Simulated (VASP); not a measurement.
# Li (R-3m) in VASP: a series of runs

The runs below take Li through single point, with BLYP.

Everything below comes from runs of VASP 6.6.1. Logs are shortened: lines on timing, memory, paths and dates and some standing lists are left out, and cuts for length are marked.

### 1 The cell of the first run

Symmetry: R-3m, No. 166, trigonal system. The conventional cell has a = 3.172 Å, b = 3.172 Å, c = 23.158 Å, α = 90.00°, β = 90.00°, γ = 120.00°. Within 4.2 Å of Li (site symmetry -3m) lie 12 Li at 3.16 to 3.17 Å. Within 4.2 Å of Li (site symmetry 3m) lie 12 Li at 3.16 to 3.17 Å.

### 2 Single point, BLYP (22.42 Å³/atom)

File INCAR:

```
SYSTEM = Li
PREC = Accurate
ENCUT = 520
EDIFF = 1E-6
ISMEAR = -1
SIGMA = 0.1
LREAL = .FALSE.
LASPH = .TRUE.
NELM = 80
ALGO = Normal
ISIF = 2
LWAVE = .FALSE.
LCHARG = .FALSE.
GGA = B5
ALDAX = 1.0
AGGAX = 1.0
AGGAC = 1.0
ALDAC = 0.0
NBANDS = 12
```

File KPOINTS:

```
regular mesh
0
G
  13 13 13
  0 0 0
```

File POSCAR:

```
Li
1.0
    1.5860303977      0.9156950770      7.7194840721
   -1.5860303977      0.9156950770      7.7194840721
    0.0000000000     -1.8313901541      7.7194840721
Li
3
Direct
    0.0000000000      0.0000000000      1.0000000000
    0.2221860148      0.2221860148      0.2221860148
    0.7778139852      0.7778139852      0.7778139852
```

Potentials or basis: VASP PAW PBE potentials, release 64 (Li_sv).

Command:

```
cat potpaw_PBE.64/Li_sv/POTCAR > POTCAR
mpirun -np 1 vasp_std > vasp.out
```

OUTCAR:

```text
SYSTEM = Li
   PREC = Accurate
   ENCUT = 520
   EDIFF = 1E-6
   ISMEAR = -1
   LREAL = .FALSE.
   LASPH = .TRUE.
   NELM = 80
   ISIF = 2
   GGA = B5

 ion  position               nearest neighbor table
   1  0.000  0.000  0.000-
   2  0.222  0.222  0.222-
   3  0.778  0.778  0.778-

  LATTYP: Found a trigonal (rhomboedric) cell.
 ALAT       =     7.9337522167
 COS(alpha) =     0.9200725893

  Lattice vectors:

 A1 = (   1.5860303977,   0.9156950770,   7.7194840721)
 A2 = (  -1.5860303977,   0.9156950770,   7.7194840721)
 A3 = (   0.0000000000,  -1.8313901541,   7.7194840721)

Analysis of symmetry for initial positions (statically):
=====================================================================
 Subroutine PRICEL returns:
 Original cell was already a primitive cell.

 Routine SETGRP: Setting up the symmetry group for a
 trigonal (rhombohedral) supercell.

 Subroutine GETGRP returns: Found 12 space group operations
 (whereof 12 operations were pure point group operations)
 out of a pool of 12 trial point group operations.

The static configuration has the point symmetry D_3d.

Analysis of symmetry for dynamics (positions and initial velocities):
=====================================================================
 Subroutine PRICEL returns:
 Original cell was already a primitive cell.

 Routine SETGRP: Setting up the symmetry group for a
 trigonal (rhombohedral) supercell.

 Subroutine GETGRP returns: Found 12 space group operations
 (whereof 12 operations were pure point group operations)
 out of a pool of 12 trial point group operations.

The dynamic configuration has the point symmetry D_3d.

 Subroutine INISYM returns: Found 12 space group operations
 (whereof 12 operations are pure point group operations),
 and found     1 'primitive' translations

----------------------------------------------------------------------------------------

                                     Primitive cell

  volume of cell :      67.2670

  direct lattice vectors                    reciprocal lattice vectors
     1.586030398  0.915695077  7.719484072     0.315252470  0.182011098  0.043180779
    -1.586030398  0.915695077  7.719484072    -0.315252470  0.182011098  0.043180779
     0.000000000 -1.831390154  7.719484072     0.000000000 -0.364022197  0.043180779

  length of vectors
     7.933752217  7.933752217  7.933752217     0.366574330  0.366574330  0.366574330

  position of ions in fractional coordinates (direct lattice)
     0.000000000  0.000000000  0.000000000
     0.222186015  0.222186015  0.222186015
     0.777813985  0.777813985  0.777813985

  ion indices of the primitive-cell ions
   primitive index   ion index
                 1           1
                 2           2
                 3           3

----------------------------------------------------------------------------------------

 KPOINTS: regular mesh

Automatic generation of k-mesh.
 Grid dimensions read from file:
 generate k-points for:   13   13   13

 Generating k-lattice:

  Cartesian coordinates                     Fractional coordinates (reciprocal lattice)
     0.024250190  0.014000854  0.003321598     0.076923077  0.000000000 -0.000000000
    -0.024250190  0.014000854  0.003321598     0.000000000  0.076923077 -0.000000000
     0.000000000 -0.028001707  0.003321598     0.000000000  0.000000000  0.076923077

  Length of vectors
     0.028198025  0.028198025  0.028198025

  Shift w.r.t. Gamma in fractional coordinates (k-lattice)
     0.000000000  0.000000000  0.000000000

 Subroutine IBZKPT returns following result:
 ===========================================

 Found    231 irreducible k-points:

 Following reciprocal coordinates:
            Coordinates               Weight
  0.000000  0.000000  0.000000      1.000000
  0.076923  0.000000  0.000000      6.000000
  0.153846  0.000000  0.000000      6.000000
  0.230769  0.000000  0.000000      6.000000
  0.307692  0.000000  0.000000      6.000000
  0.384615  0.000000  0.000000      6.000000
[... 16 lines left out ...]
  0.384615  0.153846  0.000000     12.000000
  0.461538  0.153846  0.000000     12.000000
 [... further k-points ...]
   k-points           NKPTS =    231   k-points in BZ     NKDIM =    231   number of bands    NBANDS=     12
   number of dos      NEDOS =    301   number of ions     NIONS =      3
   total plane-waves  NPLWV = 216000
   dimension x,y,z NGX =    60 NGY =   60 NGZ =   60
   dimension x,y,z NGXF=   120 NGYF=  120 NGZF=  120
   ions per type =               3
   NGX,Y,Z   is equivalent  to a cutoff of  12.57, 12.57, 12.57 a.u.
   NGXF,Y,Z  is equivalent  to a cutoff of  25.15, 25.15, 25.15 a.u.
 SYSTEM =  Li
   PREC   = accura    normal or accurate (medium, high low for compatibility)
   ISTART =      0    job   : 0-new  1-cont  2-samecut
   ICHARG =      2    charge: 1-file 2-atom 10-const
   ISPIN  =      1    spin polarized calculation?
   LNONCOLLINEAR =      F non collinear calculations
   LSORBIT =      F    spin-orbit coupling
   LASPH  =      T    aspherical Exc in radial PAW
   ENCUT  =  520.0 eV  38.22 Ry    6.18 a.u.  14.75 14.75 14.75*2*pi/ulx,y,z
   NELM   =     80;   NELMIN=  2; NELMDL= -5     # of ELM steps
   EDIFF  = 0.1E-05   stopping-criterion for ELM
   LREAL  =      F    real-space projection
   EDIFFG = 0.1E-04   stopping-criterion for IOM
   NSW    =      0    number of steps for IOM
   IBRION =     -1    ionic relax: 0-MD 1-quasi-New 2-CG
   NFREE  =      0    steps in history (QN), initial steepest desc. (CG)
   ISIF   =      2    stress and relaxation
   ISYM   =      2    0-nonsym 1-usesym 2-fastsym
   POTIM  = 0.5000    time-step for ionic-motion
   TEBEG  =    0.0;   TEEND  =   0.0 temperature during run
   PSTRESS=    0.0 pullay stress
   NELECT =       9.0000    total number of electrons
   NUPDOWN=      -1.0000    fix difference up-down
   EMIN   =  10.00;   EMAX   =-10.00  energy-range for DOS
   EFERMI =   0.00;   METHOD = LEGACY
   ISMEAR =    -1;   SIGMA  =   0.10  broadening in eV -4-tet -1-fermi 0-gaus
   EFERMI_NEDOS =   21; number of points for ismear=-14 and -15
   IALGO  =     38    algorithm
   IMIX   =      4    mixing-type and parameters
     AMIX     =   0.40;   BMIX     =  1.00
     AMIX_MAG =   1.60;   BMIX_MAG =  1.00
  volume/ion in A,a.u.               =      22.42       151.31
  Fermi-wavevector in a.u.,A,eV,Ry     =   0.837314  1.582294  9.538973  0.701095
  Thomas-Fermi vector in A             =   1.951183
   LORBIT       =      0    0 simple, 1 ext, 2 COOP (PROOUT), +10 PAW based schemes
   GGA     = B5    functional components
   LHFCALC =     F    Hartree Fock is set to
   AEXX    =    0.0000 exact exchange contribution
   IVDW    =     0    specifies the selected vdW correction
   LEPSILON=     F    determine dielectric tensor
   LRPA    =     F    only Hartree local field effects (RPA)
 non-spin polarized calculation
  energy-cutoff  :      520.00
  volume of cell :       67.27
 maximum number of plane-waves:      1827
   NGX = 29   NGY = 29   NGZ = 29

 number of electron       9.0000000 magnetization

 Free energy of the ion-electron system (eV)
  ---------------------------------------------------
  ext. energy  EPLUGINS =         0.00000000
  ---------------------------------------------------
  free energy    TOTEN  =        -4.70207552 eV

  energy without entropy =       -4.64949088  energy(sigma->0) =       -4.67578320

 E-fermi :   0.7749     XC(G=0):  -6.4055

 val. band max:        0.7698573977   @ k =   0.4615   0.0769   0.0769
 cond. band min:       0.7771932135   @ k =  -0.4615   0.4615   0.0769
 fundamental gap:      0.0073358157
 Fermi energy:         0.7749182075

 k-point     1 :       0.0000    0.0000    0.0000
  band No.  band energies     occupation
      1     -46.6273      2.00000
      2     -46.6189      2.00000
      3     -46.6180      2.00000
      4      -2.6283      2.00000
      5      -0.7363      2.00000
      6      -0.7361      2.00000
      7       6.0930      0.00000
      8       6.0960      0.00000
      9      12.4258      0.00000
     10      12.4258      0.00000
     11      12.5368      0.00000
     12      12.5368      0.00000

 k-point     2 :       0.0769    0.0000    0.0000
  band No.  band energies     occupation
      1     -46.6267      2.00000
      2     -46.6186      2.00000
      3     -46.6176      2.00000
      4      -2.5373      2.00000
      5      -0.7347      2.00000
      6      -0.5465      2.00000
      7       5.9435      0.00000
      8       6.3561      0.00000
      9      11.4492      0.00000
     10      11.8092      0.00000
     11      12.0961      0.00000
     12      12.2078      0.00000

 k-point     3 :       0.1538    0.0000    0.0000
  band No.  band energies     occupation
      1     -46.6251      2.00000
      2     -46.6178      2.00000
      3     -46.6166      2.00000
      4      -2.2644      2.00000
      5      -0.5462      2.00000
      6      -0.1647      1.99983
      7       5.8749      0.00000
      8       6.7177      0.00000
      9       9.7372      0.00000
     10      10.6456      0.00000
     11      10.9448      0.00000
     12      11.3865      0.00000

 k-point     4 :       0.2308    0.0000    0.0000
  band No.  band energies     occupation
      1     -46.6227      2.00000
      2     -46.6166      2.00000
      3     -46.6152      2.00000
      4      -1.8100      2.00000
      5      -0.1784      1.99986
      6       0.4034      1.95247
      7       5.7480      0.00000
      8       7.0150      0.00000
      9       8.2014      0.00000
     10       9.0470      0.00000
     11      10.1844      0.00000
     12      10.5616      0.00000

 k-point     5 :       0.3077    0.0000    0.0000
  band No.  band energies     occupation
      1     -46.6201      2.00000
      2     -46.6153      2.00000
      3     -46.6140      2.00000
      4      -1.1772      2.00000
      5       0.3521      1.97126
      6       1.1284      0.05668
      7       5.0906      0.00000
      8       6.3963      0.00000
      9       7.6917      0.00000
     10       8.1375      0.00000
     11       9.2450      0.00000
     12       9.6029      0.00000
[... 228 lines left out ...]
      1     -46.6235      2.00000
      2     -46.6177      2.00000
      3     -46.6153      2.00000
      4      -1.9682      2.00000
      5      -0.5362      2.00000
      6       0.4241      1.94183
      7       5.4688      0.00000
      8       7.3341      0.00000
      9       9.0147      0.00000
     10       9.3888      0.00000
     11       9.7122      0.00000
     12      10.9695      0.00000

 k-point    22 :       0.3077    0.1538    0.0000
  band No.  band energies     occupation
      1     -46.6214      2.00000
      2     -46.6166      2.00000
      3     -46.6142      2.00000
      4      -1.5050      2.00000
      5      -0.1674      1.99984
      6       1.0007      0.18938
      7       5.4503      0.00000
      8       7.3678      0.00000
      9       7.7396      0.00000
     10       8.3347      0.00000
     11       8.7256      0.00000
     12       9.9564      0.00000

 k-point    23 :       0.3846    0.1538    0.0000
  band No.  band energies     occupation
      1     -46.6190      2.00000
      2     -46.6153      2.00000
      3     -46.6132      2.00000
      4      -0.8613      2.00000
      5       0.3714      1.96526
      6       1.7365      0.00013
      7       5.1072      0.00000
      8       6.4346      0.00000
      9       6.8875      0.00000
     10       7.4243      0.00000
     11       8.0269      0.00000
     12       9.1902      0.00000

 k-point    24 :       0.4615    0.1538    0.0000
  band No.  band energies     occupation
      1     -46.6169      2.00000
      2     -46.6142      2.00000
      3     -46.6126      2.00000
      4      -0.0505      1.99948
      5       1.0510      0.11892
      6       2.4412      0.00000
      7       4.1690      0.00000
      8       5.5136      0.00000
      9       6.2111      0.00000
     10       6.5776      0.00000
     11       7.5912      0.00000
     12       8.7385      0.00000

 [... further k-points ...]

------------------------ aborting loop because EDIFF is reached ----------------------------------------

  FORCE on cell =-STRESS in cart. coord.  units (eV):
  Direction    XX          YY          ZZ          XY          YZ          ZX
  --------------------------------------------------------------------------------------
  -------------------------------------------------------------------------------------
  Total       -0.6000778     -0.6000778     -0.5178747     -0.0000000      0.0000000      0.0000000
  in kB      -14.2927647    -14.2927647    -12.3348346     -0.0000000      0.0000000      0.0000000
  external PRESSURE =     -13.6401213 kB  Pullay stress =       0.0000000 kB

 VOLUME and BASIS-vectors are now :
 -----------------------------------------------------------------------------
  energy-cutoff  :      520.00
  volume of cell :       67.27
      direct lattice vectors                 reciprocal lattice vectors
     1.586030398  0.915695077  7.719484072     0.315252470  0.182011098  0.043180779
    -1.586030398  0.915695077  7.719484072    -0.315252470  0.182011098  0.043180779
     0.000000000 -1.831390154  7.719484072     0.000000000 -0.364022197  0.043180779

 POSITION                                       TOTAL-FORCE (eV/Angst)
 -----------------------------------------------------------------------------------
      0.00000      0.00000      0.00000        -0.000000     -0.000000      0.000000
      0.00000     -0.00000      5.14548         0.000000     -0.000000      0.002061
      0.00000     -0.00000     18.01297         0.000000      0.000000     -0.002061
 -----------------------------------------------------------------------------------
    total drift:                                0.000000     -0.000000      0.000000

  FREE ENERGIE OF THE ION-ELECTRON SYSTEM (eV)
  ---------------------------------------------------
  free  energy   TOTEN  =        -4.7020755177 eV

  energy  without entropy=       -4.6494908836  energy(sigma->0) =       -4.67578320
```

Run time: 13 min. Hardware: 1 thread of Intel Xeon Platinum 8259CL at 2.50GHz (Skylake/Cascade Lake), shared host; peak memory 0.5 GiB.

Results:

| Quantity | Value |
| --- | --- |
| Free energy | -4.7021 eV |
| Band gap on the k mesh | zero (an odd number of electrons rules out a gap without spin polarisation) |

Forces in eV/Å, atoms in the order of the input:
```
Li   0.000  0.000  0.000
Li   0.000  0.000  0.002
Li   0.000  0.000 -0.002
```

Caveat: the cutoff is under 1.25 times the usual one of these potentials, so pressure, stress and relaxed cells hold a basis-set (Pulay) error; the PAW data sets were made with another functional, which shifts forces and pressure a little.

(Part 1 of 2 ends here.)
